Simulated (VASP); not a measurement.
Here is a VASP 6.6.1 calculation.

File INCAR:

```
PREC = Accurate ; ENCUT = 520
EDIFF = 1E-7 ; ISMEAR = -1
SIGMA = 0.05 ; LREAL = F
LASPH = T ; NELM = 60
ALGO = Normal ; ISIF = 2
LWAVE = F ; LCHARG = F
GGA = PE ; NBANDS = 33
```

Contents of KPOINTS:

```
Automatic mesh
0
Gamma
  7 7 7
```

Contents of POSCAR:

```
TiO2
1.0
   -1.8921000000      1.8921000000      4.7573000000
    1.8921000000     -1.8921000000      4.7573000000
    1.8921000000      1.8921000000     -4.7573000000
Ti O
2 4
Direct
    0.7500000000      0.2500000000      0.5000000000
    0.0000000000      0.0000000000      0.0000000000
    0.7919000000      0.7919000000      0.0000000000
    0.5419000000      0.0419000000      0.5000000000
    0.9581000000      0.4581000000      0.5000000000
    0.2081000000      0.2081000000      0.0000000000
```

Potentials or basis: VASP PAW PBE potentials, release 64 (Ti_sv, O).

Run with:

```console
$ cat potpaw_PBE.64/Ti_sv/POTCAR potpaw_PBE.64/O/POTCAR > POTCAR
$ mpirun -np 1 vasp_std > vasp.out
```

Q: Estimate the band gap on the k mesh.

A: 2.10 eV (least direct gap 2.44 eV).

Q: What does it give for the pressure?

A: 5.9 GPa.

Q: Predict the largest force.

A: 0.125 eV/Å.

Stress tensor (GPa, compression positive):
```
5.42 0.00 0.00
0.00 5.42 0.00
0.00 0.00 6.80
```

Caveat: the cell stands under pressure; an odd mesh through Γ misses points on the zone boundary, where band edges can lie.
